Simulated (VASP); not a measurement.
SrO:

```
Sr O
1.0
     3.05198    0.00000    0.00000
     0.00000    3.05198    0.00000
     0.00000    0.00000    3.10336
Sr O
1 1
Direct
  0.00000 0.00000 0.00000
  0.50000 0.50000 0.50000
```

This cell differs from its parent crystal: epitaxial xy strain -1.6%.

Base run:

* Program: VASP 6.6.1
* Functional: PBE
* Potentials or basis: VASP PAW PBE potentials, release 64 (Sr_sv, O)
* Cutoff: 520 eV
* k mesh: 8 × 8 × 8
* Occupations: fermi-dirac, width 0.02 eV
* Spin: no spin polarisation

Its results: band gap on the k mesh 2.69 eV, indirect (least direct gap 2.74 eV); pressure 7.3 GPa.

The run is repeated on the same cell with these changes: functional from PBE to r2SCAN; occupations from fermi-dirac, width 0.02 eV to gaussian, width 0.01 eV. What comes out?

Band gap on the k mesh 3.20 eV, indirect (least direct gap 3.23 eV); pressure 4.5 GPa.

Caveats: the PAW data sets were made with another functional, which shifts forces and pressure a little (some runs).

A k mesh can miss the band edges.
